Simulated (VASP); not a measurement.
# Be (P6_3/mmc) in VASP: notebook

The runs below take Be through single point, with PBEsol.

Everything below comes from runs of VASP 6.6.1. Logs are shortened: lines on timing, memory, paths and dates and some standing lists are left out, and cuts for length are marked.

## Step 1: The cell of the first run

It takes space group P6_3/mmc (No. 194, hexagonal). The conventional cell has a = 2.334 Å, b = 2.334 Å, c = 3.709 Å, α = 90.00°, β = 90.00°, γ = 120.00°. Within 3.0 Å of Be (site symmetry -6m2) lie 12 Be at 2.29 to 2.33 Å.

## Step 2: Single point, PBEsol (strain +0.015 along x and y, +0.030 along z)

INCAR reads:

```
ALGO     = Normal         # electronic algorithm
EDIFF    = 1E-6           # SCF threshold, eV
ENCUT    = 520            # plane-wave cutoff, eV
GGA      = PS             # functional
ISIF     = 2              # what is computed and relaxed
ISMEAR   = 0              # smearing method
LASPH    = T              # aspherical terms in the spheres
LCHARG   = T              # write CHGCAR
LELF     = T              # ELF
LREAL    = F              # projectors in reciprocal space
LVHAR    = T            
LWAVE    = F              # write WAVECAR
NBANDS   = 9              # bands
NELM     = 60             # most SCF steps
PREC     = Accurate       # precision mode
SIGMA    = 0.15           # smearing width, eV
```

KPOINTS reads:

```
k-points
0
Gamma
  24 24 14
```

POSCAR reads:

```
Be
1.0
    2.3339945147      0.0000000000      0.0000000000
   -1.1669972574      2.0212985420      0.0000000000
    0.0000000000      0.0000000000      3.7089270000
Be
2
Direct
    0.3333333333      0.6666666667      0.2500000000
    0.6666666667      0.3333333333      0.7500000000
```

Potentials or basis: VASP PAW PBE potentials, release 64 (Be).

The run is started by

```bash
> cat potpaw_PBE.64/Be/POTCAR > POTCAR
> mpirun -np 1 vasp_std > vasp.out
```

OUTCAR:

```text
EDIFF = 1E-6
   ENCUT = 520
   GGA = PS
   ISIF = 2
   ISMEAR = 0
   LASPH = T
   LREAL = F
   NELM = 60
   PREC = Accurate

 ion  position               nearest neighbor table
   1  0.333  0.667  0.250-   2 2.29   2 2.29   2 2.29   2 2.29   2 2.29   2 2.29
   2  0.667  0.333  0.750-   1 2.29   1 2.29   1 2.29   1 2.29   1 2.29   1 2.29

  LATTYP: Found a hexagonal cell.
 ALAT       =     2.3339945147
 C/A-ratio  =     1.5890898529

  Lattice vectors:

 A1 = (   2.3339945147,   0.0000000000,   0.0000000000)
 A2 = (  -1.1669972574,   2.0212985420,   0.0000000000)
 A3 = (   0.0000000000,   0.0000000000,   3.7089270000)

Analysis of symmetry for initial positions (statically):
=====================================================================
 Subroutine PRICEL returns:
 Original cell was already a primitive cell.

 Routine SETGRP: Setting up the symmetry group for a
 hexagonal supercell.

 Subroutine GETGRP returns: Found 24 space group operations
 (whereof 12 operations were pure point group operations)
 out of a pool of 24 trial point group operations.

The static configuration has the point symmetry D_3d.
 The point group associated with its full space group is D_6h.

Analysis of symmetry for dynamics (positions and initial velocities):
=====================================================================
 Subroutine PRICEL returns:
 Original cell was already a primitive cell.

 Routine SETGRP: Setting up the symmetry group for a
 hexagonal supercell.

 Subroutine GETGRP returns: Found 24 space group operations
 (whereof 12 operations were pure point group operations)
 out of a pool of 24 trial point group operations.

The dynamic configuration has the point symmetry D_3d.
 The point group associated with its full space group is D_6h.

 Subroutine INISYM returns: Found 24 space group operations
 (whereof 12 operations are pure point group operations),
 and found     1 'primitive' translations

----------------------------------------------------------------------------------------

                                     Primitive cell

  volume of cell :      17.4976

  direct lattice vectors                    reciprocal lattice vectors
     2.333994515  0.000000000  0.000000000     0.428450021  0.247365735  0.000000000
    -1.166997257  2.021298542  0.000000000     0.000000000  0.494731470  0.000000000
     0.000000000  0.000000000  3.708927000     0.000000000  0.000000000  0.269619758

  length of vectors
     2.333994515  2.333994515  3.708927000     0.494731470  0.494731470  0.269619758

  position of ions in fractional coordinates (direct lattice)
     0.333333333  0.666666667  0.250000000
     0.666666667  0.333333333  0.750000000

  ion indices of the primitive-cell ions
   primitive index   ion index
                 1           1
                 2           2

----------------------------------------------------------------------------------------

 KPOINTS: k-points

Automatic generation of k-mesh.
 Grid dimensions read from file:
 generate k-points for:   24   24   14

 Generating k-lattice:

  Cartesian coordinates                     Fractional coordinates (reciprocal lattice)
     0.017852084  0.010306906  0.000000000     0.041666667 -0.000000000  0.000000000
     0.000000000  0.020613811  0.000000000     0.000000000  0.041666667  0.000000000
     0.000000000  0.000000000  0.019258554     0.000000000  0.000000000  0.071428571

  Length of vectors
     0.020613811  0.020613811  0.019258554

  Shift w.r.t. Gamma in fractional coordinates (k-lattice)
     0.000000000  0.000000000  0.000000000

 Subroutine IBZKPT returns following result:
 ===========================================

 Found    488 irreducible k-points:

 Following reciprocal coordinates:
            Coordinates               Weight
  0.000000  0.000000  0.000000      1.000000
  0.041667 -0.000000  0.000000      6.000000
  0.083333  0.000000  0.000000      6.000000
  0.125000  0.000000  0.000000      6.000000
  0.166667  0.000000  0.000000      6.000000
  0.208333 -0.000000  0.000000      6.000000
[... 16 lines left out ...]
  0.416667  0.041667  0.000000     12.000000
  0.458333  0.041667  0.000000     12.000000
 [... further k-points ...]
   k-points           NKPTS =    488   k-points in BZ     NKDIM =    488   number of bands    NBANDS=      9
   number of dos      NEDOS =    301   number of ions     NIONS =      2
   total plane-waves  NPLWV =   9072
   dimension x,y,z NGX =    18 NGY =   18 NGZ =   28
   dimension x,y,z NGXF=    36 NGYF=   36 NGZF=   56
   ions per type =               2
   NGX,Y,Z   is equivalent  to a cutoff of  12.82, 12.82, 12.55 a.u.
   NGXF,Y,Z  is equivalent  to a cutoff of  25.64, 25.64, 25.10 a.u.
 SYSTEM =  unknown system
   PREC   = accura    normal or accurate (medium, high low for compatibility)
   ISTART =      0    job   : 0-new  1-cont  2-samecut
   ICHARG =      2    charge: 1-file 2-atom 10-const
   ISPIN  =      1    spin polarized calculation?
   LNONCOLLINEAR =      F non collinear calculations
   LSORBIT =      F    spin-orbit coupling
   LASPH  =      T    aspherical Exc in radial PAW
   ENCUT  =  520.0 eV  38.22 Ry    6.18 a.u.   4.34  4.34  6.90*2*pi/ulx,y,z
   NELM   =     60;   NELMIN=  2; NELMDL= -5     # of ELM steps
   EDIFF  = 0.1E-05   stopping-criterion for ELM
   LREAL  =      F    real-space projection
   EDIFFG = 0.1E-04   stopping-criterion for IOM
   NSW    =      0    number of steps for IOM
   IBRION =     -1    ionic relax: 0-MD 1-quasi-New 2-CG
   NFREE  =      0    steps in history (QN), initial steepest desc. (CG)
   ISIF   =      2    stress and relaxation
   ISYM   =      2    0-nonsym 1-usesym 2-fastsym
   POTIM  = 0.5000    time-step for ionic-motion
   TEBEG  =    0.0;   TEEND  =   0.0 temperature during run
   PSTRESS=    0.0 pullay stress
   NELECT =       4.0000    total number of electrons
   NUPDOWN=      -1.0000    fix difference up-down
   EMIN   =  10.00;   EMAX   =-10.00  energy-range for DOS
   EFERMI =   0.00;   METHOD = LEGACY
   ISMEAR =     0;   SIGMA  =   0.15  broadening in eV -4-tet -1-fermi 0-gaus
   EFERMI_NEDOS =   21; number of points for ismear=-14 and -15
   IALGO  =     38    algorithm
   IMIX   =      4    mixing-type and parameters
     AMIX     =   0.40;   BMIX     =  1.00
     AMIX_MAG =   1.60;   BMIX_MAG =  1.00
  volume/ion in A,a.u.               =       8.75        59.04
  Fermi-wavevector in a.u.,A,eV,Ry     =   1.001003  1.891621 13.633128  1.002007
  Thomas-Fermi vector in A             =   2.133396
   LORBIT       =      0    0 simple, 1 ext, 2 COOP (PROOUT), +10 PAW based schemes
   GGA     = PS    functional components
   LHFCALC =     F    Hartree Fock is set to
   AEXX    =    0.0000 exact exchange contribution
   IVDW    =     0    specifies the selected vdW correction
   LEPSILON=     F    determine dielectric tensor
   LRPA    =     F    only Hartree local field effects (RPA)
 non-spin polarized calculation
 Gauss-broadening in eV      SIGMA  =   0.15
  energy-cutoff  :      520.00
  volume of cell :       17.50
 maximum number of plane-waves:       494
 NGX is ok and might be reduce to    18
   NGX =  9   NGY =  9   NGZ = 13

 number of electron       4.0000000 magnetization

 Free energy of the ion-electron system (eV)
  ---------------------------------------------------
  ext. energy  EPLUGINS =         0.00000000
  ---------------------------------------------------
  free energy    TOTEN  =        -7.92738292 eV

  energy without entropy =       -7.92500049  energy(sigma->0) =       -7.92619170

 E-fermi :   6.2328     XC(G=0): -10.2811

 val. band max:        6.2064921393   @ k =   0.2917   0.2917   0.0714
 cond. band min:       6.2477113712   @ k =   0.3333   0.2917   0.3571
 fundamental gap:      0.0412192319
 Fermi energy:         6.2328330977

 k-point     1 :       0.0000    0.0000    0.0000
  band No.  band energies     occupation
      1      -4.5775      2.00000
      2       2.0319      2.00000
      3       6.8675      0.00000
      4      21.1580      0.00000
      5      21.1580      0.00000
      6      23.7566      0.00000
      7      23.7566      0.00000
      8      25.3147      0.00000
      9      31.7964      0.00000

 k-point     2 :       0.0417   -0.0000    0.0000
  band No.  band energies     occupation
      1      -4.5293      2.00000
      2       2.0933      2.00000
      3       6.8864      0.00000
      4      20.7592      0.00000
      5      20.8556      0.00000
      6      23.7491      0.00000
      7      23.9123      0.00000
      8      25.2416      0.00000
      9      30.8426      0.00000

 k-point     3 :       0.0833    0.0000    0.0000
  band No.  band energies     occupation
      1      -4.3847      2.00000
      2       2.2775      2.00000
      3       6.9418      0.00000
      4      19.7070      0.00000
      5      20.1666      0.00000
      6      23.6959      0.00000
      7      24.1489      0.00000
      8      24.9992      0.00000
      9      29.4006      0.00000

 k-point     4 :       0.1250    0.0000    0.0000
  band No.  band energies     occupation
      1      -4.1436      2.00000
      2       2.5842      2.00000
      3       7.0284      0.00000
      4      18.2721      0.00000
      5      19.3532      0.00000
      6      23.5462      0.00000
      7      24.2080      0.00000
      8      24.5188      0.00000
      9      27.8502      0.00000
[... 205 lines left out ...]
 k-point    22 :       0.3750    0.0417    0.0000
  band No.  band energies     occupation
      1      -0.2317      2.00000
      2       5.3765      2.00000
      3       7.4809      0.00000
      4      11.6280      0.00000
      5      14.8706      0.00000
      6      15.1547      0.00000
      7      17.4040      0.00000
      8      22.0282      0.00000
      9      24.6415      0.00000

 k-point    23 :       0.4167    0.0417    0.0000
  band No.  band energies     occupation
      1       0.6597      2.00000
      2       4.3319      2.00000
      3       8.5601      0.00000
      4      11.8949      0.00000
      5      13.6626      0.00000
      6      14.4370      0.00000
      7      16.6818      0.00000
      8      21.8508      0.00000
      9      24.6072      0.00000

 k-point    24 :       0.4583    0.0417    0.0000
  band No.  band energies     occupation
      1       1.4618      2.00000
      2       3.4302      2.00000
      3       9.4713      0.00000
      4      12.1752      0.00000
      5      12.5415      0.00000
      6      14.1039      0.00000
      7      16.3091      0.00000
      8      21.7607      0.00000
      9      24.5924      0.00000

 [... further k-points ...]

------------------------ aborting loop because EDIFF is reached ----------------------------------------

  FORCE on cell =-STRESS in cart. coord.  units (eV):
  Direction    XX          YY          ZZ          XY          YZ          ZX
  --------------------------------------------------------------------------------------
  -------------------------------------------------------------------------------------
  Total       -1.0718911     -1.0718911     -1.5206937      0.0000000      0.0000000      0.0000000
  in kB      -98.1482777    -98.1482777   -139.2431222      0.0000000      0.0000000      0.0000000
  external PRESSURE =    -111.8465592 kB  Pullay stress =       0.0000000 kB

 VOLUME and BASIS-vectors are now :
 -----------------------------------------------------------------------------
  energy-cutoff  :      520.00
  volume of cell :       17.50
      direct lattice vectors                 reciprocal lattice vectors
     2.333994515  0.000000000  0.000000000     0.428450021  0.247365735  0.000000000
    -1.166997257  2.021298542  0.000000000     0.000000000  0.494731470  0.000000000
     0.000000000  0.000000000  3.708927000     0.000000000  0.000000000  0.269619758

 POSITION                                       TOTAL-FORCE (eV/Angst)
 -----------------------------------------------------------------------------------
     -0.00000      1.34753      0.92723         0.000000      0.000000      0.000000
      1.16700      0.67377      2.78170        -0.000000      0.000000      0.000000
 -----------------------------------------------------------------------------------
    total drift:                                0.000000     -0.000000      0.000000

  FREE ENERGIE OF THE ION-ELECTRON SYSTEM (eV)
  ---------------------------------------------------
  free  energy   TOTEN  =        -7.9273829212 eV

  energy  without entropy=       -7.9250004887  energy(sigma->0) =       -7.92619170
```

Run time: 18 s. Hardware: 1 thread of Intel Xeon 6975P-C (Granite Rapids), shared host; peak memory 0.17 GiB.

What came out:

```
Free energy            : -7.9274 eV
Pressure               : -11.2 GPa
Band gap on the k mesh : zero (bands 2 and 3 overlap by 1.90 eV)
```

Levels at points of the mesh, in eV from the Fermi level:
```
           k point  band 1  band 2  band 3  band 4  band 5
(0.00, 0.00, 0.00)  -10.81   -4.20    0.63   14.93   14.93
(0.50, 0.00, 0.00)   -4.65   -3.01    3.36    5.98    6.08
(0.00, 0.00, 0.50)   -8.76   -8.76    9.63    9.63   16.40
(0.50, 0.00, 0.50)   -3.35   -3.35    1.29    1.29   11.21
```

Caveat: the cell differs from its parent crystal (strain +0.015 along x and y, +0.030 along z); the cell stands under tension; the PAW data sets were made with another functional, which shifts forces and pressure a little.

(Continued in part 2 of 3.)

The gap in the log of VASP goes by the Fermi energy; the results here count the filled bands.